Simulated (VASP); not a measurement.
# Ga3AsP2 (I-4m2) in VASP: further runs

Runs on Ga3AsP2. Level: PBE. Tasks: single point.

Everything below comes from runs of VASP 6.6.1. Logs are shortened: lines on timing, memory, paths and dates and some standing lists are left out, and cuts for length are marked.

## 1. The cell of the first run

Symmetry: I-4m2, No. 119, tetragonal system. The conventional cell has a = 3.947 Å, b = 3.947 Å, c = 16.766 Å, α = 90.00°, β = 90.00°, γ = 90.00°. Ga (site symmetry -4m2) has 4 P at 2.40 Å within 3.2 Å. Ga (site symmetry 2mm) has 2 P at 2.40 Å and 2 As at 2.46 Å within 3.2 Å. Within 3.2 Å of P (site symmetry 2mm) lie 4 Ga at 2.40 Å. As (site symmetry -4m2) has 4 Ga at 2.46 Å within 3.2 Å.

## 2. Single point, PBE

Contents of INCAR:

```
SYSTEM = Ga3AsP2
  ALGO = Normal
  EDIFF = 1E-7
  ENCUT = 520
  GGA = PE
  ISIF = 2
  ISMEAR = 0
  LASPH = .TRUE.
  LCHARG = .FALSE.
  LREAL = .FALSE.
  LWAVE = .FALSE.
  NBANDS = 36
  NELM = 80
  PREC = Accurate
  SIGMA = 0.1
```

Contents of KPOINTS:

```
k-points
0
G
  6 6 6
  0 0 0
```

Contents of POSCAR:

```
Ga3AsP2
1.0
   -1.9735282000      1.9735282000      8.3829168000
    1.9735282000     -1.9735282000      8.3829168000
    1.9735282000      1.9735282000     -8.3829168000
Ga P As
3 2 1
Direct
    0.0000000000      0.0000000000      0.0000000000
    0.6625270000      0.6625270000      0.0000000000
    0.3374730000      0.3374730000      0.0000000000
    0.5813000000      0.0813000000      0.5000000000
    0.9187000000      0.4187000000      0.5000000000
    0.2500000000      0.7500000000      0.5000000000
```

Potentials or basis: VASP PAW PBE potentials, release 64 (Ga_d, P, As).

On the command line:

```bash
> cat potpaw_PBE.64/Ga_d/POTCAR potpaw_PBE.64/P/POTCAR potpaw_PBE.64/As/POTCAR > POTCAR
> mpirun -np 1 vasp_std > vasp.out
```

OUTCAR:

```text
SYSTEM = Ga3AsP2
   EDIFF = 1E-7
   ENCUT = 520
   GGA = PE
   ISIF = 2
   ISMEAR = 0
   LASPH = .TRUE.
   LREAL = .FALSE.
   NELM = 80
   PREC = Accurate

 ion  position               nearest neighbor table
   1  0.000  0.000  0.000-   5 2.40   4 2.40   4 2.40   5 2.40
   2  0.663  0.663  0.000-   4 2.40   4 2.40   6 2.46   6 2.46
   3  0.337  0.337  0.000-   5 2.40   5 2.40   6 2.46   6 2.46
   4  0.581  0.081  0.500-   2 2.40   2 2.40   1 2.40   1 2.40
   5  0.919  0.419  0.500-   3 2.40   3 2.40   1 2.40   1 2.40
   6  0.250  0.750  0.500-   2 2.46   3 2.46   3 2.46   2 2.46

  LATTYP: Found a body centered tetragonal cell.
 ALAT       =     3.9470564000
 C/A-ratio  =     4.2476802713

  Lattice vectors:

 A1 = (  -1.9735282000,   1.9735282000,   8.3829168000)
 A2 = (   1.9735282000,  -1.9735282000,   8.3829168000)
 A3 = (   1.9735282000,   1.9735282000,  -8.3829168000)

Analysis of symmetry for initial positions (statically):
=====================================================================
 Subroutine PRICEL returns:
 Original cell was already a primitive cell.

 Routine SETGRP: Setting up the symmetry group for a
 body centered tetragonal supercell.

 Subroutine GETGRP returns: Found  8 space group operations
 (whereof  8 operations were pure point group operations)
 out of a pool of 16 trial point group operations.

The static configuration has the point symmetry D_2d.

Analysis of symmetry for dynamics (positions and initial velocities):
=====================================================================
 Subroutine PRICEL returns:
 Original cell was already a primitive cell.

 Routine SETGRP: Setting up the symmetry group for a
 body centered tetragonal supercell.

 Subroutine GETGRP returns: Found  8 space group operations
 (whereof  8 operations were pure point group operations)
 out of a pool of 16 trial point group operations.

The dynamic configuration has the point symmetry D_2d.

 Subroutine INISYM returns: Found  8 space group operations
 (whereof  8 operations are pure point group operations),
 and found     1 'primitive' translations

----------------------------------------------------------------------------------------

                                     Primitive cell

  volume of cell :     130.5996

  direct lattice vectors                    reciprocal lattice vectors
    -1.973528200  1.973528200  8.382916800     0.000000000  0.253353360  0.059645111
     1.973528200 -1.973528200  8.382916800     0.253353360  0.000000000  0.059645111
     1.973528200  1.973528200 -8.382916800     0.253353360  0.253353360  0.000000000

  length of vectors
     8.835322359  8.835322359  8.835322359     0.260279588  0.260279588  0.358295757

  position of ions in fractional coordinates (direct lattice)
     0.000000000  0.000000000  0.000000000
     0.662527000  0.662527000  0.000000000
     0.337473000  0.337473000  0.000000000
     0.581300000  0.081300000  0.500000000
     0.918700000  0.418700000  0.500000000
     0.250000000  0.750000000  0.500000000

  ion indices of the primitive-cell ions
   primitive index   ion index
                 1           1
                 2           2
                 3           3
                 4           4
                 5           5
                 6           6

----------------------------------------------------------------------------------------

 KPOINTS: k-points

Automatic generation of k-mesh.
 Grid dimensions read from file:
 generate k-points for:    6    6    6

 Generating k-lattice:

  Cartesian coordinates                     Fractional coordinates (reciprocal lattice)
     0.000000000  0.042225560  0.009940852     0.166666667  0.000000000 -0.000000000
     0.042225560  0.000000000  0.009940852     0.000000000  0.166666667 -0.000000000
     0.042225560  0.042225560  0.000000000     0.000000000  0.000000000  0.166666667

  Length of vectors
     0.043379931  0.043379931  0.059715960

  Shift w.r.t. Gamma in fractional coordinates (k-lattice)
     0.000000000  0.000000000  0.000000000

 Subroutine IBZKPT returns following result:
 ===========================================

 Found     30 irreducible k-points:

 Following reciprocal coordinates:
            Coordinates               Weight
  0.000000  0.000000  0.000000      1.000000
  0.166667  0.000000 -0.000000      8.000000
  0.333333  0.000000  0.000000      8.000000
  0.500000  0.000000 -0.000000      4.000000
  0.166667  0.166667 -0.000000      8.000000
  0.333333  0.166667 -0.000000     16.000000
[... 16 lines left out ...]
 -0.333333 -0.333333  0.166667      8.000000
 -0.166667 -0.333333  0.166667      8.000000
 [... further k-points ...]
   k-points           NKPTS =     30   k-points in BZ     NKDIM =     30   number of bands    NBANDS=     36
   number of dos      NEDOS =    301   number of ions     NIONS =      6
   total plane-waves  NPLWV = 343000
   dimension x,y,z NGX =    70 NGY =   70 NGZ =   70
   dimension x,y,z NGXF=   140 NGYF=  140 NGZF=  140
   ions per type =               3   2   1
   NGX,Y,Z   is equivalent  to a cutoff of  13.17, 13.17, 13.17 a.u.
   NGXF,Y,Z  is equivalent  to a cutoff of  26.34, 26.34, 26.34 a.u.
 SYSTEM =  Ga3AsP2
   PREC   = accura    normal or accurate (medium, high low for compatibility)
   ISTART =      0    job   : 0-new  1-cont  2-samecut
   ICHARG =      2    charge: 1-file 2-atom 10-const
   ISPIN  =      1    spin polarized calculation?
   LNONCOLLINEAR =      F non collinear calculations
   LSORBIT =      F    spin-orbit coupling
   LASPH  =      T    aspherical Exc in radial PAW
   ENCUT  =  520.0 eV  38.22 Ry    6.18 a.u.  16.43 16.43 16.43*2*pi/ulx,y,z
   NELM   =     80;   NELMIN=  2; NELMDL= -5     # of ELM steps
   EDIFF  = 0.1E-06   stopping-criterion for ELM
   LREAL  =      F    real-space projection
   EDIFFG = 0.1E-05   stopping-criterion for IOM
   NSW    =      0    number of steps for IOM
   IBRION =     -1    ionic relax: 0-MD 1-quasi-New 2-CG
   NFREE  =      0    steps in history (QN), initial steepest desc. (CG)
   ISIF   =      2    stress and relaxation
   ISYM   =      2    0-nonsym 1-usesym 2-fastsym
   POTIM  = 0.5000    time-step for ionic-motion
   TEBEG  =    0.0;   TEEND  =   0.0 temperature during run
   PSTRESS=    0.0 pullay stress
   NELECT =      54.0000    total number of electrons
   NUPDOWN=      -1.0000    fix difference up-down
   EMIN   =  10.00;   EMAX   =-10.00  energy-range for DOS
   EFERMI =   0.00;   METHOD = LEGACY
   ISMEAR =     0;   SIGMA  =   0.10  broadening in eV -4-tet -1-fermi 0-gaus
   EFERMI_NEDOS =   21; number of points for ismear=-14 and -15
   IALGO  =     38    algorithm
   IMIX   =      4    mixing-type and parameters
     AMIX     =   0.40;   BMIX     =  1.00
     AMIX_MAG =   1.60;   BMIX_MAG =  1.00
  volume/ion in A,a.u.               =      21.77       146.89
  Fermi-wavevector in a.u.,A,eV,Ry     =   1.219623  2.304753 20.238386  1.487479
  Thomas-Fermi vector in A             =   2.354868
   LORBIT       =      0    0 simple, 1 ext, 2 COOP (PROOUT), +10 PAW based schemes
   GGA     = PE    functional components
   LHFCALC =     F    Hartree Fock is set to
   AEXX    =    0.0000 exact exchange contribution
   IVDW    =     0    specifies the selected vdW correction
   LEPSILON=     F    determine dielectric tensor
   LRPA    =     F    only Hartree local field effects (RPA)
 non-spin polarized calculation
 Gauss-broadening in eV      SIGMA  =   0.10
  energy-cutoff  :      520.00
  volume of cell :      130.60
 maximum number of plane-waves:      3567
 NGX is ok and might be reduce to    70
   NGX = 33   NGY = 33   NGZ = 33

 number of electron      53.9999997 magnetization

 Free energy of the ion-electron system (eV)
  ---------------------------------------------------
  ext. energy  EPLUGINS =         0.00000000
  ---------------------------------------------------
  free energy    TOTEN  =       -26.46523678 eV

  energy without entropy =      -26.46523678  energy(sigma->0) =      -26.46523678

 E-fermi :   4.5685     XC(G=0):  -9.5899

 val. band max:        4.0929067751   @ k =   0.0000   0.0000   0.0000
 cond. band min:       5.1330399451   @ k =   0.0000   0.0000   0.0000
 fundamental gap:      1.0401331700
 Fermi energy:         4.5684504653

 k-point     1 :       0.0000    0.0000    0.0000
  band No.  band energies     occupation
      1     -10.6278      2.00000
      2     -10.6020      2.00000
      3     -10.5443      2.00000
      4     -10.5443      2.00000
      5     -10.5319      2.00000
      6     -10.4964      2.00000
[... 28 lines left out ...]
     35       7.9732      0.00000
     36      11.9824      0.00000

 k-point     2 :       0.1667    0.0000   -0.0000
  band No.  band energies     occupation
      1     -10.6244      2.00000
      2     -10.5989      2.00000
      3     -10.5558      2.00000
      4     -10.5418      2.00000
      5     -10.5264      2.00000
      6     -10.5046      2.00000
[... 28 lines left out ...]
     35       8.8630      0.00000
     36      10.1059      0.00000

 k-point     3 :       0.3333    0.0000    0.0000
  band No.  band energies     occupation
      1     -10.6186      2.00000
      2     -10.5999      2.00000
      3     -10.5795      2.00000
      4     -10.5371      2.00000
      5     -10.5182      2.00000
      6     -10.5111      2.00000
[... 28 lines left out ...]
     35       9.3686      0.00000
     36       9.9993      0.00000

 k-point     4 :       0.5000    0.0000   -0.0000
  band No.  band energies     occupation
      1     -10.6158      2.00000
      2     -10.6020      2.00000
      3     -10.5940      2.00000
      4     -10.5353      2.00000
      5     -10.5177      2.00000
      6     -10.5079      2.00000
[... 28 lines left out ...]
     35       9.2934      0.00000
     36       9.5627      0.00000

 k-point     5 :       0.1667    0.1667   -0.0000
  band No.  band energies     occupation
      1     -10.6230      2.00000
      2     -10.5960      2.00000
      3     -10.5705      2.00000
      4     -10.5374      2.00000
      5     -10.5207      2.00000
      6     -10.5049      2.00000
[... 655 lines left out ...]
 k-point    22 :      -0.1667    0.5000    0.1667
  band No.  band energies     occupation
      1     -10.6199      2.00000
      2     -10.5959      2.00000
      3     -10.5820      2.00000
      4     -10.5373      2.00000
      5     -10.5198      2.00000
      6     -10.5120      2.00000
[... 28 lines left out ...]
     35       9.6267      0.00000
     36      10.6488      0.00000

 k-point    23 :      -0.3333   -0.3333    0.1667
  band No.  band energies     occupation
      1     -10.6266      2.00000
      2     -10.5871      2.00000
      3     -10.5726      2.00000
      4     -10.5373      2.00000
      5     -10.5235      2.00000
      6     -10.5098      2.00000
[... 28 lines left out ...]
     35       9.4865      0.00000
     36       9.6755      0.00000

 k-point    24 :      -0.1667   -0.3333    0.1667
  band No.  band energies     occupation
      1     -10.6288      2.00000
      2     -10.5893      2.00000
      3     -10.5583      2.00000
      4     -10.5410      2.00000
      5     -10.5291      2.00000
      6     -10.5083      2.00000
[... 28 lines left out ...]
     35       8.8504      0.00000
     36       9.8025      0.00000

 [... further k-points ...]

------------------------ aborting loop because EDIFF is reached ----------------------------------------

  FORCE on cell =-STRESS in cart. coord.  units (eV):
  Direction    XX          YY          ZZ          XY          YZ          ZX
  --------------------------------------------------------------------------------------
  -------------------------------------------------------------------------------------
  Total        0.1101362      0.1101362     -0.0525458      0.0000000      0.0000000      0.0000000
  in kB        1.3511348      1.3511348     -0.6446239      0.0000000      0.0000000      0.0000000
  external PRESSURE =       0.6858819 kB  Pullay stress =       0.0000000 kB

 VOLUME and BASIS-vectors are now :
 -----------------------------------------------------------------------------
  energy-cutoff  :      520.00
  volume of cell :      130.60
      direct lattice vectors                 reciprocal lattice vectors
    -1.973528200  1.973528200  8.382916800     0.000000000  0.253353360  0.059645111
     1.973528200 -1.973528200  8.382916800     0.253353360  0.000000000  0.059645111
     1.973528200  1.973528200 -8.382916800     0.253353360  0.253353360  0.000000000

 POSITION                                       TOTAL-FORCE (eV/Angst)
 -----------------------------------------------------------------------------------
      0.00000      0.00000      0.00000         0.000000     -0.000000      0.000000
      0.00000      0.00000     11.10782        -0.000000      0.000000     -0.012595
      0.00000      0.00000      5.65802        -0.000000      0.000000      0.012595
      0.00000      1.97353      1.36306         0.000000     -0.000000     -0.000450
     -0.00000      1.97353      7.01985         0.000000     -0.000000      0.000450
      1.97353      0.00000      4.19146         0.000000     -0.000000      0.000000
 -----------------------------------------------------------------------------------
    total drift:                                0.000002     -0.000002     -0.000000

  FREE ENERGIE OF THE ION-ELECTRON SYSTEM (eV)
  ---------------------------------------------------
  free  energy   TOTEN  =       -26.4652367770 eV

  energy  without entropy=      -26.4652367770  energy(sigma->0) =      -26.46523678
```

Wall time 17 min (1 thread of Oxide Virtual Turin-like, shared host); peak memory 0.72 GiB.

What came out:

* Free energy: -26.4652 eV
* Pressure: 0.1 GPa
* Largest force: 0.013 eV/Å
* Band gap on the k mesh: 1.04 eV, direct

Forces on the atoms (eV/Å):
```
Ga   0.000  0.000  0.000
Ga   0.000  0.000 -0.013
Ga   0.000  0.000  0.013
P    0.000  0.000  0.000
P    0.000  0.000  0.000
As   0.000  0.000  0.000
```

A k mesh can miss the band edges.

## 3. Single point, PBE

Contents of INCAR:

```
SYSTEM = Ga3AsP2
PREC     = Accurate       ! precision mode
ENCUT    = 520            ! plane-wave cutoff, eV
EDIFF    = 1E-6           ! SCF threshold, eV
ISMEAR   = 0              ! smearing method
SIGMA    = 0.02           ! smearing width, eV
LREAL    = .FALSE.        ! projectors in reciprocal space
LASPH    = .TRUE.         ! aspherical terms in the spheres
NELM     = 100            ! most SCF steps
ALGO     = Normal         ! electronic algorithm
ISIF     = 2              ! what is computed and relaxed
LWAVE    = .FALSE.        ! write WAVECAR
LCHARG   = .FALSE.        ! write CHGCAR
GGA      = PE             ! functional
NBANDS   = 36             ! bands
```

Contents of KPOINTS:

```
regular mesh
0
G
  10 10 10
  0 0 0
```

POSCAR is that of step 2.

Potentials or basis: VASP PAW PBE potentials, release 64 (Ga_d, P, As).

On the command line:

```bash
> cat potpaw_PBE.64/Ga_d/POTCAR potpaw_PBE.64/P/POTCAR potpaw_PBE.64/As/POTCAR > POTCAR
> mpirun -np 1 vasp_std > vasp.out
```

Wall time 46 min (1 thread of Oxide Virtual Turin-like, shared host); peak memory 0.94 GiB.

The run converged. Its results:

```yaml
Free_energy: -26.4836 eV
Pressure: 0.1 GPa
Largest_force: 0.015 eV/Å
Band_gap_on_the_k_mesh: 1.04 eV, direct
```

Forces on the atoms (eV/Å):
```
Ga   0.000  0.000  0.000
Ga   0.000  0.000 -0.015
Ga   0.000  0.000  0.015
P    0.000  0.000  0.000
P    0.000  0.000  0.000
As   0.000  0.000  0.000
```

Levels at points of the mesh, in eV from the valence-band top:
```csv
k point,band 24,band 25,band 26,band 27,band 28,band 29,band 30,band 31
"(0.00, 0.00, 0.00)",-2.00,-0.05,0.00,0.00,1.04,1.60,1.76,2.73
"(0.50, 0.00, 0.00)",-1.37,-1.34,-1.12,-0.74,1.29,2.53,2.77,4.54
"(0.50, 0.50, 0.00)",-3.15,-3.12,-2.59,-2.58,1.60,1.75,3.39,3.40
"(0.50, 0.50, 0.50)",-1.16,-1.16,-0.77,-0.77,1.62,1.68,2.43,2.91
```
